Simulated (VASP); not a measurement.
BN, 2 atoms in the cell. Symmetry: I-4m2, No. 119, tetragonal system. The conventional cell has a = 2.451 Å, b = 2.451 Å, c = 3.867 Å, α = 90.00°, β = 90.00°, γ = 90.00°. Within 2.1 Å of B (site symmetry -4m2) lie 4 N at 1.56 Å. Within 2.1 Å of N (site symmetry -4m2) lie 4 B at 1.56 Å.  This cell differs from its parent crystal: volume 5.810 Å^3 an atom, c/a of the conventional cell 1.1154.

```yaml
Program: VASP 6.6.1
Task: single point
Functional: PBE
Potentials_or_basis: VASP PAW PBE potentials, release 64 (B, N)
Cutoff: 520 eV
k_mesh: 12 × 12 × 12
Occupations: gaussian, width 0.05 eV
Spin: no spin polarisation
Dipole_correction: no
Further_INCAR_settings: ALGO = Normal; EDIFF = 1e-06; NBANDS = 11
```

Potentials or basis: VASP PAW PBE potentials, release 64 (B, N).

The run is started by

```console
$ cat potpaw_PBE.64/B/POTCAR potpaw_PBE.64/N/POTCAR > POTCAR
$ mpirun -np 1 vasp_std > vasp.out
```

Hardware: 1 thread of Intel Xeon 8259CL, on a shared host.

Estimate the wall time of this run.

Wall time 24 s on 1 thread of Intel Xeon 8259CL, with other jobs on the host, peak memory 0.13 GiB. Counts: scf iterations 12, k points 163.
